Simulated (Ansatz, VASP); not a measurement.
BAs: VASP beside Ansatz

Contents of INCAR:

```
SYSTEM = BAs
  ALGO = Normal
  EDIFF = 1E-6
  ENCUT = 520
  GGA = CA
  ISIF = 2
  ISMEAR = -1
  LASPH = .TRUE.
  LCHARG = .FALSE.
  LREAL = .FALSE.
  LWAVE = .FALSE.
  NBANDS = 11
  NELM = 80
  PREC = Accurate
  SIGMA = 0.05
```

Contents of KPOINTS:

```
k-points
0
G
  13 13 13
  0 0 0
```

POSCAR

```
BAs
1.0
    0.0000000000      2.3885000000      2.4362700000
    2.3885000000      0.0000000000      2.4362700000
    2.3885000000      2.3885000000      0.0000000000
B As
1 1
Direct
    0.0000000000      0.0000000000      0.0000000000
    0.7500000000      0.7500000000      0.7500000000
```

Input for Ansatz:

```yaml
crystal:
  lattice:
    - [0.0, 2.3885, 2.43627]
    - [2.3885, 0.0, 2.43627]
    - [2.3885, 2.3885, 0.0]
  atoms:
    - { symbol: B, position: [0.0, 0.0, 0.0] }
    - { symbol: As, position: [0.75, 0.75, 0.75] }
kpoints:
  mp_grid: { grid: [13, 13, 13] }
  band_path:
    path:
      - [0.0, 0.0, 0.0]
      - [0.5, 0.0, 0.5]
      - [0.75, 0.25, 0.5]
      - [0.5, 0.5, 0.5]
      - [0.0, 0.0, 0.0]
      - [0.5, 0.5, 0.0]
      - [0.6298539023, 0.6298539023, 0.2597078047]
      - [0.3701460977, 0.3701460977, 0.7402921953]
      - [0.0, 0.0, 0.0]
    npoints: 5
scf:
  occupations: { method: fermi_dirac, width: 0.05 }
hamiltonian:
  xc: lda
  pseudopotentials: { kind: all_electron, lapw: { basis_error: 0.0005 } }
output:
  forces: true
  stress: true
  eigenvalues: true
```

Change from the starting cell: zz strain of +2 %.

Alike in both runs: task single point; functional LDA; k mesh 13 × 13 × 13; occupations fermi-dirac, width 0.05 eV; no spin polarisation.

|  | VASP | Ansatz |
| --- | --- | --- |
| version | VASP 6.6.1 | Ansatz 0.2.0 |
| potentials or method | VASP PAW LDA potentials, release 64 (B, As), cutoff 520 eV | all-electron LAPW, scalar-relativistic |

VASP gave:

* pressure (GPa): -5.6
* traceless stress, the component that is largest in VASP (GPa): -2.77

Which values does Ansatz return?

Pressure (GPa): -6.4; traceless stress, the component that is largest in VASP (GPa): -2.78.

LDA's correlation is that of Perdew and Zunger in VASP and of Perdew and Wang (1992) in Ansatz. Ansatz ran all-electron here, and VASP with PAW potentials.
